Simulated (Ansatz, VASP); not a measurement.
# One calculation of V, two programs

File INCAR:

```
SYSTEM = V
  ALGO = Normal
  EDIFF = 1E-6
  ENCUT = 520
  ISIF = 2
  ISMEAR = -1
  LASPH = .True.
  LCHARG = .False.
  LREAL = .False.
  LWAVE = .False.
  NBANDS = 12
  NELM = 60
  PREC = Accurate
  SIGMA = 0.1
```

KPOINTS

```
k-points
0
Gamma
  15 15 15
  0 0 0
```

The input POSCAR:

```
V
1.0
    2.4426596084      0.0000000000      0.0000000000
    0.0000000000      2.4426596084      0.0000000000
    0.0000000000      0.0000000000      2.4426596084
V
1
Direct
    0.0000000000      0.0000000000      0.0000000000
```

Input for Ansatz:

```yaml
crystal:
  lattice:
    - [2.4426596084, 0.0, 0.0]
    - [0.0, 2.4426596084, 0.0]
    - [0.0, 0.0, 2.4426596084]
  atoms:
    - { symbol: V, position: [0.0, 0.0, 0.0] }
hamiltonian:
  xc: lda
  pseudopotentials:
    kind: paw
    azcp:
      V: "pseudopotentials/V.paw.azcp"
basis:
  ecutwfc: 420
  fft_grid_basis: typed
kpoints:
  mp_grid: { grid: [15, 15, 15], shift: [0, 0, 0] }
magnetization:
  spin_polarized: false
scf:
  occupations: { method: fermi_dirac, width: 0.1 }
  lower_state_search: "off"
output:
  stress: true
```

Alike in both runs: task single point; functional LDA; k mesh 15 × 15 × 15; occupations fermi-dirac, width 0.1 eV; no spin polarisation.

|  | VASP | Ansatz |
| --- | --- | --- |
| version | VASP 6.6.1 | Ansatz 0.2.0 |
| potentials or method | VASP PAW LDA potentials, release 64 (V_sv), cutoff 520 eV | plane waves (420 eV) with PAW, scalar-relativistic |
| valence electrons in the cell | 13 | 13 |

VASP gave:

```
pressure (GPa) : -9.7
```

Q: Which values does Ansatz return?

A: Pressure (GPa): -10.0.

Ansatz warns that its potentials were made for another functional, while VASP's fit it. LDA's correlation is that of Perdew and Zunger in VASP and of Perdew and Wang (1992) in Ansatz.
